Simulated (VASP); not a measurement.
# GaN in VASP: single point with PBE+D4

Aim: the single point of GaN with PBE+D4.

Everything below comes from runs of VASP 6.6.1. Logs are shortened: lines on timing, memory, paths and dates and some standing lists are left out, and cuts for length are marked.

### 1 The cell of the first run

The cell holds a sheet with vacuum, 2 atoms: a = 3.201 Å, b = 3.201 Å, c = 23.800 Å, α = 90.00°, β = 90.00°, γ = 120.00°.

### 2 Single point, PBE+D4

Contents of INCAR:

```
SYSTEM = GaN
  PREC = Accurate
  ENCUT = 520
  EDIFF = 1E-6
  ISMEAR = 0
  SIGMA = 0.03
  LREAL = .False.
  LASPH = .True.
  NELM = 120
  ALGO = Normal
  ISIF = 2
  LWAVE = .False.
  LCHARG = .True.
  LDIPOL = .True.
  IDIPOL = 3
  DIPOL = 0.5 0.5 0.294
  GGA = PE
  IVDW = 13
  LELF = .True.
  LVHAR = .True.
  LVACPOTAV = .True.
  NBANDS = 16
  GGA_COMPAT = .False.
  NELMDL = -8
```

Contents of KPOINTS:

```
Automatic mesh
0
Gamma
  12 12 1
  0 0 0
```

Contents of POSCAR:

```
GaN
1.0
    3.2009322055      0.0000000000      0.0000000000
   -1.6004661028      2.7720886058      0.0000000000
    0.0000000000      0.0000000000     23.8000000000
Ga N
1 1
Direct
    0.3333333333      0.6666666667      0.2941176471
    0.6666666667      0.3333333333      0.2941176471
```

Potentials or basis: VASP PAW PBE potentials, release 64 (Ga_d, N).

Started as:

```sh
$ cat potpaw_PBE.64/Ga_d/POTCAR potpaw_PBE.64/N/POTCAR > POTCAR
$ mpirun -np 1 vasp_std > vasp.out
```

OUTCAR:

```text
SYSTEM = GaN
   PREC = Accurate
   ENCUT = 520
   EDIFF = 1E-6
   ISMEAR = 0
   LREAL = .False.
   LASPH = .True.
   NELM = 120
   ISIF = 2
   GGA = PE
   IVDW = 13
   NELMDL = -8

 ion  position               nearest neighbor table
   1  0.333  0.667  0.294-   2 1.85   2 1.85   2 1.85
   2  0.667  0.333  0.294-   1 1.85   1 1.85   1 1.85

  LATTYP: Found a hexagonal cell.
 ALAT       =     3.2009322055
 C/A-ratio  =     7.4353339815

  Lattice vectors:

 A1 = (   3.2009322055,   0.0000000000,   0.0000000000)
 A2 = (  -1.6004661028,   2.7720886058,   0.0000000000)
 A3 = (   0.0000000000,   0.0000000000,  23.8000000000)

Analysis of symmetry for initial positions (statically):
=====================================================================
 Subroutine PRICEL returns:
 Original cell was already a primitive cell.

 Routine SETGRP: Setting up the symmetry group for a
 hexagonal supercell.

 Subroutine GETGRP returns: Found 12 space group operations
 (whereof  6 operations were pure point group operations)
 out of a pool of 24 trial point group operations.

The static configuration has the point symmetry C_3v.
 The point group associated with its full space group is D_3h.

Analysis of symmetry for dynamics (positions and initial velocities):
=====================================================================
 Subroutine PRICEL returns:
 Original cell was already a primitive cell.

 Routine SETGRP: Setting up the symmetry group for a
 hexagonal supercell.

 Subroutine GETGRP returns: Found 12 space group operations
 (whereof  6 operations were pure point group operations)
 out of a pool of 24 trial point group operations.

The dynamic configuration has the point symmetry C_3v.
 The point group associated with its full space group is D_3h.

 Subroutine INISYM returns: Found 12 space group operations
 (whereof  6 operations are pure point group operations),
 and found     1 'primitive' translations

----------------------------------------------------------------------------------------

                                     Primitive cell

  volume of cell :     211.1838

  direct lattice vectors                    reciprocal lattice vectors
     3.200932206  0.000000000  0.000000000     0.312408991  0.180369415  0.000000000
    -1.600466103  2.772088606  0.000000000     0.000000000  0.360738830  0.000000000
     0.000000000  0.000000000 23.800000000     0.000000000  0.000000000  0.042016807

  length of vectors
     3.200932206  3.200932206 23.800000000     0.360738830  0.360738830  0.042016807

  position of ions in fractional coordinates (direct lattice)
     0.333333333  0.666666667  0.294117647
     0.666666667  0.333333333  0.294117647

  ion indices of the primitive-cell ions
   primitive index   ion index
                 1           1
                 2           2

----------------------------------------------------------------------------------------

 KPOINTS: Automatic mesh

Automatic generation of k-mesh.
 Grid dimensions read from file:
 generate k-points for:   12   12    1

 Generating k-lattice:

  Cartesian coordinates                     Fractional coordinates (reciprocal lattice)
     0.026034083  0.015030785  0.000000000     0.083333333  0.000000000  0.000000000
     0.000000000  0.030061569  0.000000000     0.000000000  0.083333333  0.000000000
     0.000000000  0.000000000  0.042016807     0.000000000  0.000000000  1.000000000

  Length of vectors
     0.030061569  0.030061569  0.042016807

  Shift w.r.t. Gamma in fractional coordinates (k-lattice)
     0.000000000  0.000000000  0.000000000

 Subroutine IBZKPT returns following result:
 ===========================================

 Found     19 irreducible k-points:

 Following reciprocal coordinates:
            Coordinates               Weight
  0.000000  0.000000  0.000000      1.000000
  0.083333 -0.000000  0.000000      6.000000
  0.166667  0.000000  0.000000      6.000000
  0.250000  0.000000  0.000000      6.000000
  0.333333  0.000000  0.000000      6.000000
  0.416667  0.000000  0.000000      6.000000
[... 11 lines left out ...]
  0.333333  0.250000  0.000000     12.000000
  0.333333  0.333333  0.000000      2.000000
   k-points           NKPTS =     19   k-points in BZ     NKDIM =     19   number of bands    NBANDS=     16
   number of dos      NEDOS =    301   number of ions     NIONS =      2
   total plane-waves  NPLWV = 103680
   dimension x,y,z NGX =    24 NGY =   24 NGZ =  180
   dimension x,y,z NGXF=    48 NGYF=   48 NGZF=  360
   ions per type =               1   1
   NGX,Y,Z   is equivalent  to a cutoff of  12.46, 12.46, 12.57 a.u.
   NGXF,Y,Z  is equivalent  to a cutoff of  24.93, 24.93, 25.15 a.u.
 SYSTEM =  GaN
   PREC   = accura    normal or accurate (medium, high low for compatibility)
   ISTART =      0    job   : 0-new  1-cont  2-samecut
   ICHARG =      2    charge: 1-file 2-atom 10-const
   ISPIN  =      1    spin polarized calculation?
   LNONCOLLINEAR =      F non collinear calculations
   LSORBIT =      F    spin-orbit coupling
   LASPH  =      T    aspherical Exc in radial PAW
   ENCUT  =  520.0 eV  38.22 Ry    6.18 a.u.   5.95  5.95 44.25*2*pi/ulx,y,z
   NELM   =    120;   NELMIN=  2; NELMDL= -8     # of ELM steps
   EDIFF  = 0.1E-05   stopping-criterion for ELM
   LREAL  =      F    real-space projection
   EDIFFG = 0.1E-04   stopping-criterion for IOM
   NSW    =      0    number of steps for IOM
   IBRION =     -1    ionic relax: 0-MD 1-quasi-New 2-CG
   NFREE  =      0    steps in history (QN), initial steepest desc. (CG)
   ISIF   =      2    stress and relaxation
   ISYM   =      2    0-nonsym 1-usesym 2-fastsym
   POTIM  = 0.5000    time-step for ionic-motion
   TEBEG  =    0.0;   TEEND  =   0.0 temperature during run
   PSTRESS=    0.0 pullay stress
   NELECT =      18.0000    total number of electrons
   NUPDOWN=      -1.0000    fix difference up-down
   EMIN   =  10.00;   EMAX   =-10.00  energy-range for DOS
   EFERMI =   0.00;   METHOD = LEGACY
   ISMEAR =     0;   SIGMA  =   0.03  broadening in eV -4-tet -1-fermi 0-gaus
   EFERMI_NEDOS =   21; number of points for ismear=-14 and -15
   IALGO  =     38    algorithm
   IMIX   =      4    mixing-type and parameters
     AMIX     =   0.40;   BMIX     =  1.00
     AMIX_MAG =   1.60;   BMIX_MAG =  1.00
  volume/ion in A,a.u.               =     105.59       712.57
  Fermi-wavevector in a.u.,A,eV,Ry     =   0.720464  1.361479  7.062350  0.519068
  Thomas-Fermi vector in A             =   1.809922
   LORBIT       =      0    0 simple, 1 ext, 2 COOP (PROOUT), +10 PAW based schemes
   GGA     = PE    functional components
   LHFCALC =     F    Hartree Fock is set to
   AEXX    =    0.0000 exact exchange contribution
   IVDW    =    13    specifies the selected vdW correction
   LEPSILON=     F    determine dielectric tensor
   LRPA    =     F    only Hartree local field effects (RPA)
 non-spin polarized calculation
 Gauss-broadening in eV      SIGMA  =   0.03
  energy-cutoff  :      520.00
  volume of cell :      211.18
 maximum number of plane-waves:      5748
 NGX is ok and might be reduce to    24
   NGX = 11   NGY = 11   NGZ = 89

 dipolmoment           0.000000      0.000000     -0.000012 electrons x Angstroem

 number of electron      17.9999985 magnetization

 dipolmoment           0.000000      0.000000      0.000004 electrons x Angstroem

 Free energy of the ion-electron system (eV)
  ---------------------------------------------------
  ext. energy  EPLUGINS =         0.00000000
  ---------------------------------------------------
  free energy    TOTEN  =       -11.45363889 eV

  energy without entropy =      -11.45363889  energy(sigma->0) =      -11.45363889

 E-fermi :  -3.9843     XC(G=0):  -1.8562

 val. band max:       -4.1863387164   @ k =   0.3333   0.3333   0.0000
 cond. band min:      -1.9685283755   @ k =   0.0000   0.0000   0.0000
 fundamental gap:      2.2178103409
 Fermi energy:        -3.9842669036

 k-point     1 :       0.0000    0.0000    0.0000
  band No.  band energies     occupation
      1     -19.4896      2.00000
      2     -17.5364      2.00000
      3     -17.5364      2.00000
      4     -17.2861      2.00000
      5     -17.2861      2.00000
      6     -16.6210      2.00000
[... 8 lines left out ...]
     15       2.4733      0.00000
     16       2.7973      0.00000

 k-point     2 :       0.0833   -0.0000    0.0000
  band No.  band energies     occupation
      1     -19.4358      2.00000
      2     -17.5401      2.00000
      3     -17.5164      2.00000
      4     -17.2949      2.00000
      5     -17.2874      2.00000
      6     -16.5838      2.00000
[... 8 lines left out ...]
     15       2.6267      0.00000
     16       2.8797      0.00000

 k-point     3 :       0.1667    0.0000    0.0000
  band No.  band energies     occupation
      1     -19.2930      2.00000
      2     -17.5435      2.00000
      3     -17.4610      2.00000
      4     -17.3185      2.00000
      5     -17.2908      2.00000
      6     -16.4666      2.00000
[... 8 lines left out ...]
     15       3.0630      0.00000
     16       3.1104      0.00000

 k-point     4 :       0.2500    0.0000    0.0000
  band No.  band energies     occupation
      1     -19.1129      2.00000
      2     -17.5315      2.00000
      3     -17.3831      2.00000
      4     -17.3499      2.00000
      5     -17.2956      2.00000
      6     -16.2540      2.00000
[... 8 lines left out ...]
     15       3.5001      0.00000
     16       3.6612      0.00000
[... 229 lines left out ...]
 k-point    17 :       0.2500    0.2500    0.0000
  band No.  band energies     occupation
      1     -18.8116      2.00000
      2     -17.5162      2.00000
      3     -17.3913      2.00000
      4     -17.3241      2.00000
      5     -17.2404      2.00000
      6     -15.4274      2.00000
[... 8 lines left out ...]
     15       5.3120      0.00000
     16       5.3677      0.00000

 k-point    18 :       0.3333    0.2500    0.0000
  band No.  band energies     occupation
      1     -18.7656      2.00000
      2     -17.5074      2.00000
      3     -17.3951      2.00000
      4     -17.3327      2.00000
      5     -17.2276      2.00000
      6     -15.1755      2.00000
[... 8 lines left out ...]
     15       6.2067      0.00000
     16       6.3263      0.00000

 k-point    19 :       0.3333    0.3333    0.0000
  band No.  band energies     occupation
      1     -18.7459      2.00000
      2     -17.5104      2.00000
      3     -17.3926      2.00000
      4     -17.3398      2.00000
      5     -17.2269      2.00000
      6     -15.0717      2.00000
[... 8 lines left out ...]
     15       6.9717      0.00000
     16       7.3614      0.00000

------------------------ aborting loop because EDIFF is reached ----------------------------------------

  DFT-D4 for vdW energy calculation

  Edisp (eV):   -0.31909

  FORCE on cell =-STRESS in cart. coord.  units (eV):
  Direction    XX          YY          ZZ          XY          YZ          ZX
  --------------------------------------------------------------------------------------
  -------------------------------------------------------------------------------------
  Total      -0.06700    -0.06700    -0.01266     0.00000     0.00000     0.00000
  in kB      -0.50831    -0.50831    -0.09604     0.00000     0.00000     0.00000
  external pressure =       -0.37 kB  Pullay stress =        0.00 kB

 VOLUME and BASIS-vectors are now :
 -----------------------------------------------------------------------------
  energy-cutoff  :      520.00
  volume of cell :      211.18
      direct lattice vectors                 reciprocal lattice vectors
     3.200932206  0.000000000  0.000000000     0.312408991  0.180369415  0.000000000
    -1.600466103  2.772088606  0.000000000     0.000000000  0.360738830  0.000000000
     0.000000000  0.000000000 23.800000000     0.000000000  0.000000000  0.042016807

 POSITION                                       TOTAL-FORCE (eV/Angst)
 -----------------------------------------------------------------------------------
     -0.00000      1.84806      7.00000         0.000000      0.000000      0.000000
      1.60047      0.92403      7.00000        -0.000000     -0.000000     -0.000000
 -----------------------------------------------------------------------------------
    total drift:                                0.000006     -0.000004      0.000240

  FREE ENERGIE OF THE ION-ELECTRON SYSTEM (eV)
  ---------------------------------------------------
  free  energy   TOTEN  =       -11.7727268988 eV

  energy  without entropy=      -11.7727268988  energy(sigma->0) =      -11.77272690

 vacuum level on the upper side and lower side of the slab         1.107         1.107
```

Wall time 4.5 min (1 thread of Intel Xeon 8259CL, shared host); peak memory 0.33 GiB.

Results:

- Free energy: -11.7727 eV
- Band gap on the k mesh: 2.22 eV (least direct gap 2.50 eV)
- Dispersion energy per atom: -0.160 eV

Levels at points of the mesh, in eV from the valence-band top:
| k point | band 5 | band 6 | band 7 | band 8 | band 9 | band 10 | band 11 | band 12 | band 13 | band 14 |
| --- | --- | --- | --- | --- | --- | --- | --- | --- | --- | --- |
| (0.00, 0.00, 0.00) | -13.10 | -12.43 | -2.60 | -0.28 | -0.28 | 2.22 | 4.77 | 5.12 | 5.52 | 5.80 |
| (0.50, 0.00, 0.00) | -13.03 | -11.26 | -6.10 | -2.09 | -0.34 | 4.78 | 5.30 | 8.29 | 9.26 | 9.52 |
